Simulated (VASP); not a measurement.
# Re (P6_3/mmc) in VASP: a series of runs, part 2 of 2

VASP 6.6.1. The steps go on from the part before.

### 3 Single point, LDA

The input, INCAR:

```
PREC = Accurate
ENCUT = 520
EDIFF = 1E-6
ISMEAR = -1
SIGMA = 0.05
LREAL = F
LASPH = T
NELM = 100
ALGO = Normal
ISIF = 2
LWAVE = F
LCHARG = F
GGA = CA
NBANDS = 14
```

The input, KPOINTS:

```
regular mesh
0
Gamma
  17 17 9
```

The input, POSCAR:

```
Re
1.0
    2.7383010993      0.0000000000      0.0000000000
   -1.3691505496      2.3714383152      0.0000000000
    0.0000000000      0.0000000000      4.4145832978
Re
2
Direct
    0.3333333333      0.6666666667      0.2500000000
    0.6666666667      0.3333333333      0.7500000000
```

Potentials or basis: VASP PAW LDA potentials, release 64 (Re).

Launch:

```bash
$ cat potpaw_LDA.64/Re/POTCAR > POTCAR
$ mpirun -np 1 vasp_std > vasp.out
```

OUTCAR:

```text
PREC = Accurate
   ENCUT = 520
   EDIFF = 1E-6
   ISMEAR = -1
   LREAL = F
   LASPH = T
   NELM = 100
   ISIF = 2
   GGA = CA

 ion  position               nearest neighbor table
   1  0.333  0.667  0.250-   2 2.72   2 2.72   2 2.72   2 2.72   2 2.72   2 2.72
   2  0.667  0.333  0.750-   1 2.72   1 2.72   1 2.72   1 2.72   1 2.72   1 2.72

  LATTYP: Found a hexagonal cell.
 ALAT       =     2.7383010993
 C/A-ratio  =     1.6121613868

  Lattice vectors:

 A1 = (   2.7383010993,   0.0000000000,   0.0000000000)
 A2 = (  -1.3691505496,   2.3714383152,   0.0000000000)
 A3 = (   0.0000000000,   0.0000000000,   4.4145832978)

Analysis of symmetry for initial positions (statically):
=====================================================================
 Subroutine PRICEL returns:
 Original cell was already a primitive cell.

 Routine SETGRP: Setting up the symmetry group for a
 hexagonal supercell.

 Subroutine GETGRP returns: Found 24 space group operations
 (whereof 12 operations were pure point group operations)
 out of a pool of 24 trial point group operations.

The static configuration has the point symmetry D_3d.
 The point group associated with its full space group is D_6h.

Analysis of symmetry for dynamics (positions and initial velocities):
=====================================================================
 Subroutine PRICEL returns:
 Original cell was already a primitive cell.

 Routine SETGRP: Setting up the symmetry group for a
 hexagonal supercell.

 Subroutine GETGRP returns: Found 24 space group operations
 (whereof 12 operations were pure point group operations)
 out of a pool of 24 trial point group operations.

The dynamic configuration has the point symmetry D_3d.
 The point group associated with its full space group is D_6h.

 Subroutine INISYM returns: Found 24 space group operations
 (whereof 12 operations are pure point group operations),
 and found     1 'primitive' translations

[... 115 lines left out ...]
  volume/ion in A,a.u.               =      14.33        96.73
  Fermi-wavevector in a.u.,A,eV,Ry     =   1.289209  2.436251 22.613690  1.662059
  Thomas-Fermi vector in A             =   2.421116
   LORBIT       =      0    0 simple, 1 ext, 2 COOP (PROOUT), +10 PAW based schemes
   GGA     = CA    functional components
   LHFCALC =     F    Hartree Fock is set to
   AEXX    =    0.0000 exact exchange contribution
   IVDW    =     0    specifies the selected vdW correction
   LEPSILON=     F    determine dielectric tensor
   LRPA    =     F    only Hartree local field effects (RPA)
 non-spin polarized calculation
  energy-cutoff  :      520.00
  volume of cell :       28.67
 maximum number of plane-waves:       786
   NGX = 11   NGY = 11   NGZ = 17

 number of electron      14.0000001 magnetization

 Free energy of the ion-electron system (eV)
  ---------------------------------------------------
  ext. energy  EPLUGINS =         0.00000000
  ---------------------------------------------------
  free energy    TOTEN  =       -27.53644693 eV

  energy without entropy =      -27.52457520  energy(sigma->0) =      -27.53051106

 E-fermi :   8.1848     XC(G=0): -13.9833

 val. band max:        8.1836303509   @ k =   0.4706   0.0588   0.3333
 cond. band min:       8.1871005454   @ k =   0.3529   0.1765   0.3333
 fundamental gap:      0.0034701945
 Fermi energy:         8.1848196586

 k-point     1 :       0.0000    0.0000    0.0000
  band No.  band energies     occupation
      1      -1.7912      2.00000
      2       1.3803      2.00000
      3       6.5033      2.00000
      4       6.5033      2.00000
      5       6.5311      2.00000
      6       7.3805      2.00000
      7       7.3805      2.00000
      8       8.3279      0.10807
      9       8.3279      0.10807
     10       9.0047      0.00000
     11      11.6497      0.00000
     12      11.6497      0.00000
     13      18.5842      0.00000
     14      22.4191      0.00000
[... 377 lines left out ...]
      1       1.4269      2.00000
      2       3.6353      2.00000
      3       4.1320      2.00000
      4       4.1681      2.00000
      5       6.1053      2.00000
      6       6.4215      2.00000
      7       7.6876      1.99990
      8       8.6851      0.00009
      9      10.1542      0.00000
     10      11.1520      0.00000
     11      12.2089      0.00000
     12      17.9189      0.00000
     13      18.8373      0.00000
     14      22.5064      0.00000

 [... further k-points ...]
[... 5 lines left out ...]
  --------------------------------------------------------------------------------------
  -------------------------------------------------------------------------------------
  Total        0.2865408      0.2865408      0.2499612      0.0000000      0.0000000      0.0000000
  in kB       16.0145328     16.0145328     13.9701312      0.0000000      0.0000000      0.0000000
  external PRESSURE =      15.3330656 kB  Pullay stress =       0.0000000 kB

 VOLUME and BASIS-vectors are now :
 -----------------------------------------------------------------------------
  energy-cutoff  :      520.00
  volume of cell :       28.67
      direct lattice vectors                 reciprocal lattice vectors
     2.738301099  0.000000000  0.000000000     0.365189935  0.210842507  0.000000000
    -1.369150550  2.371438315  0.000000000     0.000000000  0.421685014  0.000000000
     0.000000000  0.000000000  4.414583298     0.000000000  0.000000000  0.226521946

 POSITION                                       TOTAL-FORCE (eV/Angst)
 -----------------------------------------------------------------------------------
     -0.00000      1.58096      1.10365        -0.000000     -0.000000      0.000000
      1.36915      0.79048      3.31094         0.000000      0.000000      0.000000
 -----------------------------------------------------------------------------------
    total drift:                               -0.000000      0.000000     -0.000000

  FREE ENERGIE OF THE ION-ELECTRON SYSTEM (eV)
  ---------------------------------------------------
  free  energy   TOTEN  =       -27.5364469286 eV

  energy  without entropy=      -27.5245751960  energy(sigma->0) =      -27.53051106
```

stdout:

```text
POSCAR found type information on POSCAR Re
 POSCAR found :  1 types and       2 ions
 scaLAPACK will be used
 LDA part: xc-table for (Slater(with rela. corr.)+CA(PZ))
 , standard interpolation
 POSCAR, INCAR and KPOINTS ok, starting setup
 FFT: planning ... GRIDC
 FFT: planning ... GRID_SOFT
 FFT: planning ... GRID
 WAVECAR not read
 entering main loop
```

Wall time 21 s (1 thread of Intel Xeon 6975P-C (Granite Rapids), shared host); peak memory 0.17 GiB.

Results:

```
Free energy            : -27.5364 eV
Pressure               : 1.5 GPa
Band gap on the k mesh : zero (band 7 reaches 9.88 eV, above the bottom of band 8 at 6.47 eV)
```

Stress tensor (GPa, compression positive):
```
1.60 0.00 0.00
0.00 1.60 0.00
0.00 0.00 1.40
```

Caveat: spin-orbit coupling is left out, which moves the levels of the heavy elements.

### 4 Relaxation of cell and atoms, LDA

The input, INCAR:

```
SYSTEM = Re
PREC = Accurate
ENCUT = 600
EDIFF = 1E-6
ISMEAR = -1
SIGMA = 0.05
LREAL = .False.
LASPH = .True.
NELM = 80
ALGO = Normal
ISIF = 3
LWAVE = .False.
LCHARG = .False.
GGA = CA
IBRION = 2
NSW = 60
EDIFFG = -0.005
```

The input, KPOINTS:

```
Automatic mesh
0
Gamma
  17 17 9
  0 0 0
```

The input, POSCAR:

```
Re
1.0
    2.7339081302      0.0000000000      0.0000000000
   -1.3669540651      2.3676338924      0.0000000000
    0.0000000000      0.0000000000      4.4289311710
Re
2
Direct
    0.3333333333      0.6666666667      0.2500000000
    0.6666666667      0.3333333333      0.7500000000
```

Potentials or basis: VASP PAW LDA potentials, release 64 (Re).

Launch:

```bash
$ cat potpaw_LDA.64/Re/POTCAR > POTCAR
$ mpirun -np 1 vasp_std > vasp.out
```

OUTCAR:

```text
SYSTEM = Re
   PREC = Accurate
   ENCUT = 600
   EDIFF = 1E-6
   ISMEAR = -1
   LREAL = .False.
   LASPH = .True.
   NELM = 80
   ISIF = 3
   GGA = CA
   IBRION = 2
   NSW = 60
   EDIFFG = -0.005

 ion  position               nearest neighbor table
   1  0.333  0.667  0.250-   2 2.72   2 2.72   2 2.72   2 2.72   2 2.72   2 2.72
   2  0.667  0.333  0.750-   1 2.72   1 2.72   1 2.72   1 2.72   1 2.72   1 2.72

  LATTYP: Found a hexagonal cell.
 ALAT       =     2.7339081302
 C/A-ratio  =     1.6200000000

  Lattice vectors:

 A1 = (   2.7339081302,   0.0000000000,   0.0000000000)
 A2 = (  -1.3669540651,   2.3676338924,   0.0000000000)
 A3 = (   0.0000000000,   0.0000000000,   4.4289311710)

Analysis of symmetry for initial positions (statically):
=====================================================================
 Subroutine PRICEL returns:
 Original cell was already a primitive cell.

 Routine SETGRP: Setting up the symmetry group for a
 hexagonal supercell.

 Subroutine GETGRP returns: Found 24 space group operations
 (whereof 12 operations were pure point group operations)
 out of a pool of 24 trial point group operations.

The static configuration has the point symmetry D_3d.
 The point group associated with its full space group is D_6h.

[... 170 lines left out ...]
  Total        0.4467771      0.4467771     -0.0151079     -0.0000000      0.0000000      0.0000000
  in kB       24.9691666     24.9691666     -0.8443422     -0.0000000      0.0000000      0.0000000
  external PRESSURE =      16.3646637 kB  Pullay stress =       0.0000000 kB
[... 131 lines left out ...]
--------------------------------------- Ionic step        5  -------------------------------------------

 number of electron      14.0000000 magnetization

 Free energy of the ion-electron system (eV)
  ---------------------------------------------------
  ext. energy  EPLUGINS =         0.00000000
  ---------------------------------------------------
  free energy    TOTEN  =       -27.53845084 eV

  energy without entropy =      -27.52649712  energy(sigma->0) =      -27.53247398

 E-fermi :   8.1325     XC(G=0): -13.9616

 val. band max:        8.1300870561   @ k =   0.4706   0.0588   0.3333
 cond. band min:       8.1339758118   @ k =   0.3529   0.1765   0.3333
 fundamental gap:      0.0038887557
 Fermi energy:         8.1324911019

 k-point     1 :       0.0000    0.0000    0.0000
  band No.  band energies     occupation
      1      -1.8155      2.00000
      2       1.3589      2.00000
      3       6.4623      2.00000
      4       6.4623      2.00000
      5       6.4953      2.00000
      6       7.3351      2.00000
      7       7.3351      2.00000
      8       8.2735      0.11240
      9       8.2735      0.11240
     10       8.9480      0.00000
     11      11.5801      0.00000
[... 309 lines left out ...]
 k-point    24 :       0.1765    0.1765    0.0000
  band No.  band energies     occupation
      1       1.3901      2.00000
      2       3.6041      2.00000
      3       4.1028      2.00000
      4       4.1388      2.00000
      5       6.0667      2.00000
      6       6.3811      2.00000
      7       7.6377      1.99990
      8       8.6365      0.00008
      9      10.0911      0.00000
     10      11.0819      0.00000
     11      12.1373      0.00000

 [... further k-points ...]
[... 5 lines left out ...]
  --------------------------------------------------------------------------------------
  -------------------------------------------------------------------------------------
  Total       -0.0070594     -0.0070594      0.0008254     -0.0000000     -0.0000000     -0.0000000
  in kB       -0.3929693     -0.3929693      0.0459446     -0.0000000     -0.0000000     -0.0000000
  external PRESSURE =      -0.2466647 kB  Pullay stress =       0.0000000 kB
[... 17 lines left out ...]
  FREE ENERGIE OF THE ION-ELECTRON SYSTEM (eV)
  ---------------------------------------------------
  free  energy   TOTEN  =       -27.5384508388 eV

  energy  without entropy=      -27.5264971221  energy(sigma->0) =      -27.53247398

 reached required accuracy - stopping structural energy minimisation
```

OSZICAR:

```text
N       E                     dE             d eps       ncg     rms          rms(c)
DAV:   1     0.143827494670E+03    0.14383E+03   -0.64318E+03  3830   0.146E+03
DAV:   2    -0.190743964545E+02   -0.16290E+03   -0.15169E+03  6004   0.586E+02
[... 32 lines left out ...]
   4 F= -.27538050E+02 E0= -.27532028E+02  d E =0.159498E-03
       N       E                     dE             d eps       ncg     rms          rms(c)
DAV:   1    -0.275389420810E+02   -0.89092E-03   -0.36966E-02  5454   0.311E+00    0.261E-01
DAV:   2    -0.275385544705E+02    0.38761E-03   -0.43875E-04  6066   0.265E-01    0.111E-01
DAV:   3    -0.275384502759E+02    0.10419E-03   -0.22543E-04  6273   0.182E-01    0.186E-02
DAV:   4    -0.275384508388E+02   -0.56288E-06   -0.64457E-06  4705   0.289E-02
   5 F= -.27538451E+02 E0= -.27532474E+02  d E =-.240875E-03
```

CONTCAR:

```text
Re
   1.00000000000000
     2.7423075263038923   -0.0000000000000000   -0.0000000000000000
    -1.3711537631519461    2.3749079828027320    0.0000000000000000
     0.0000000000000000    0.0000000000000000    4.4193230057662092
  Re
     2
Direct
     0.3333333332999970    0.6666666667000030    0.2500000000000000
     0.6666666667000030    0.3333333332999970    0.7500000000000000

  0.00000000E+00  0.00000000E+00  0.00000000E+00
  0.00000000E+00  0.00000000E+00  0.00000000E+00
```

Wall time 52 s (1 thread of Intel Xeon 6975P-C (Granite Rapids), shared host); peak memory 0.19 GiB.

What came out:

| Item | Value |
| --- | --- |
| Free energy | -27.5385 eV |
| Relaxed volume | 14.39 Å³/atom |
| Relaxed cell | a = 2.742 Å, b = 2.742 Å, c = 4.419 Å, α = 90.00°, β = 90.00°, γ = 120.00° |
| Space group after relaxing (to 0.05 Å) | P6_3/mmc (No. 194) |
| Energy gained by relaxing | 0.7 meV/atom |
| Ionic steps | 5 |
| Pressure after relaxing | 0.0 GPa |
| Band gap on the k mesh | zero (band 7 reaches 9.81 eV, above the bottom of band 8 at 6.43 eV) |

Step by step:
| step | energy change (eV) | largest force (eV/Å) | pressure (GPa) | volume (Å³) |
| --- | --- | --- | --- | --- |
| 1 | 0.0000 | 0.0000 | 1.64 | 28.67 |
| 2 | 0.0103 | 0.0000 | -6.78 | 29.28 |
| 3 | -0.0011 | 0.0000 | -0.46 | 28.81 |
| 4 | -0.0010 | 0.0000 | 0.58 | 28.74 |
| 5 | -0.0014 | 0.0000 | -0.02 | 28.78 |

Final structure:
```cif
data_structure
_symmetry_space_group_name_H-M 'P 1'
_symmetry_Int_Tables_number 1
_cell_length_a 2.7423
_cell_length_b 2.7423
_cell_length_c 4.4193
_cell_angle_alpha 90.000
_cell_angle_beta 90.000
_cell_angle_gamma 120.000
_cell_volume 28.78
loop_
_atom_site_label
_atom_site_type_symbol
_atom_site_fract_x
_atom_site_fract_y
_atom_site_fract_z
_atom_site_occupancy
Re1 Re 0.33333 0.66667 0.25000 1
Re2 Re 0.66667 0.33333 0.75000 1
```

Caveat: spin-orbit coupling is left out, which moves the levels of the heavy elements.

### 5 Relaxation of cell and atoms, LDA

INCAR: that of step 4 with these lines changed.

```diff
@@ -8,3 +8,3 @@
 LASPH = .True.
-NELM = 80
+NELM = 100
 ALGO = Normal
@@ -15,3 +15,3 @@
 IBRION = 2
-NSW = 60
+NSW = 45
 EDIFFG = -0.005
```

KPOINTS is that of step 4.

The input, POSCAR:

```
Re
1.0
    2.7383010993      0.0000000000      0.0000000000
   -1.3691505496      2.3714383152      0.0000000000
    0.0000000000      0.0000000000      4.4145832978
Re
2
Direct
    0.3333333333      0.6666666667      0.2500000000
    0.6666666667      0.3333333333      0.7500000000
```

Launch:

```bash
$ cat potpaw_LDA.64/Re/POTCAR > POTCAR
$ mpirun -np 1 vasp_std > vasp.out
```

Run time: 67 s. Hardware: 1 thread of Intel Xeon 6975P-C (Granite Rapids), shared host; peak memory 0.19 GiB.

Results (log left out):

- Free energy: -27.5385 eV
- Relaxed volume: 14.39 Å³/atom
- Relaxed cell: a = 2.742 Å, b = 2.742 Å, c = 4.419 Å, α = 90.00°, β = 90.00°, γ = 120.00°
- Space group after relaxing (to 0.05 Å): P6_3/mmc (No. 194)
- Energy gained by relaxing: 0.3 meV/atom
- Ionic steps: 10
- Pressure after relaxing: 0.0 GPa
- Band gap on the k mesh: zero (band 7 reaches 9.81 eV, above the bottom of band 8 at 6.43 eV)

The path:
| step | energy change (eV) | largest force (eV/Å) | pressure (GPa) | volume (Å³) |
| --- | --- | --- | --- | --- |
| 1 | 0.0000 | 0.0000 | 1.64 | 28.67 |
| 2 | 0.0103 | 0.0000 | -6.83 | 29.28 |
| 3 | -0.0006 | 0.0000 | -0.02 | 28.78 |
| 4 | -0.0006 | 0.0000 | 0.00 | 28.78 |
| 5 | -0.0006 | 0.0000 | 0.03 | 28.78 |
| 6 | -0.0006 | 0.0000 | 0.06 | 28.78 |
| 7 | -0.0006 | 0.0000 | 0.05 | 28.78 |
| 8 | -0.0006 | 0.0000 | 0.05 | 28.78 |
| 9 | -0.0006 | 0.0000 | -0.13 | 28.79 |
| 10 | -0.0006 | 0.0000 | 0.00 | 28.78 |

Final structure:
```cif
data_structure
_symmetry_space_group_name_H-M 'P 1'
_symmetry_Int_Tables_number 1
_cell_length_a 2.7422
_cell_length_b 2.7422
_cell_length_c 4.4194
_cell_angle_alpha 90.000
_cell_angle_beta 90.000
_cell_angle_gamma 120.000
_cell_volume 28.78
loop_
_atom_site_label
_atom_site_type_symbol
_atom_site_fract_x
_atom_site_fract_y
_atom_site_fract_z
_atom_site_occupancy
Re1 Re 0.33333 0.66667 0.25000 1
Re2 Re 0.66667 0.33333 0.75000 1
```

Levels at points of the mesh, in eV from the Fermi level:
| k point | band 3 | band 4 | band 5 | band 6 | band 7 | band 8 | band 9 | band 10 | band 11 |
| --- | --- | --- | --- | --- | --- | --- | --- | --- | --- |
| (0.00, 0.00, 0.00) | -1.67 | -1.67 | -1.64 | -0.80 | -0.80 | 0.14 | 0.14 | 0.81 | 3.45 |

Caveat: spin-orbit coupling is left out, which moves the levels of the heavy elements.

### 6 The runs side by side

```csv
task,cell,cutoff (eV),gap on the mesh (eV),pressure (GPa),relaxed volume (Å³/atom)
single point,"a = 2.738, b = 2.738, c = 4.415 Å, angles 90.0, 90.0, 120.0°, 2 atoms",520,none,1.5,-
relaxation of cell and atoms,"relaxed from a = 2.734, b = 2.734, c = 4.429 Å, angles 90.0, 90.0, 120.0°, 2 atoms",600,none,0.0,14.39
relaxation of cell and atoms,"relaxed from a = 2.738, b = 2.738, c = 4.415 Å, angles 90.0, 90.0, 120.0°, 2 atoms",600,none,0.0,14.39
```

Alike in all rows: level LDA; potentials or basis VASP PAW LDA potentials, release 64 (Re); no spin polarisation; k mesh 17 × 17 × 9; smearing fermi-dirac 0.05 eV.

Caveats: spin-orbit coupling is left out, which moves the levels of the heavy elements.

Total energies depend on the potentials used, so only differences within one code and one set of settings carry meaning.
